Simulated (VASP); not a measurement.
Write the native input for VASP 6.6.1 that does the following.

- Task: relaxation of cell and atoms
- Functional: revPBE
- Dispersion: D4
- Potentials or basis: VASP PAW PBE potentials, release 64 (Al, N)
- Cutoff: 600 eV
- k mesh: 10 × 10 × 10
- Occupations: fermi-dirac, width 0.05 eV
- Spin: no spin polarisation
- Dipole correction: no
- Further INCAR settings: ALGO = Normal; EDIFF = 1e-06; IBRION = 2; EDIFFG = -0.01; NSW = 60; ISIF = 3

The structure of AlN lies in POSCAR:

```
AlN
1.0
    0.0000000000      2.1839935596      2.1839935596
    2.1839935596      0.0000000000      2.1839935596
    2.1839935596      2.1839935596      0.0000000000
Al N
1 1
Direct
    0.0000000000      0.0000000000      0.0000000000
    0.2500000000      0.2500000000      0.2500000000
```

The input as run:

INCAR

```
SYSTEM = AlN
  ALGO = Normal
  EDIFF = 1E-6
  EDIFFG = -0.01
  ENCUT = 600
  GGA = RE
  IBRION = 2
  ISIF = 3
  ISMEAR = -1
  IVDW = 13
  LASPH = .True.
  LCHARG = .False.
  LREAL = .False.
  LWAVE = .False.
  NELM = 60
  NSW = 60
  PREC = Accurate
  SIGMA = 0.05
```

KPOINTS

```
k-points
0
Gamma
  10 10 10
  0 0 0
```

Potentials or basis: VASP PAW PBE potentials, release 64 (Al, N).

Launch:

```bash
$ cat potpaw_PBE.64/Al/POTCAR potpaw_PBE.64/N/POTCAR > POTCAR
$ mpirun -np 1 vasp_std > vasp.out
```

Results of the run:

The relaxed volume is 10.26 Å³/atom, the relaxed cell is a = 3.073 Å, b = 3.073 Å, c = 3.073 Å, α = 60.00°, β = 60.00°, γ = 60.00° and the space group after relaxing (to 0.05 Å) is F-43m (No. 216). The energy gained by relaxing is 2.5 meV/atom, the ionic steps are 4 and the pressure after relaxing is 0.0 GPa. The band gap on the k mesh is 3.36 eV, indirect (least direct gap 4.36 eV). The dispersion energy per atom is -0.597 eV.

Caveat: the PAW data sets were made with another functional, which shifts forces and pressure a little.

It took 33 s on 1 thread of Intel Xeon 6975P-C, on a shared host, peak memory 0.16 GiB.
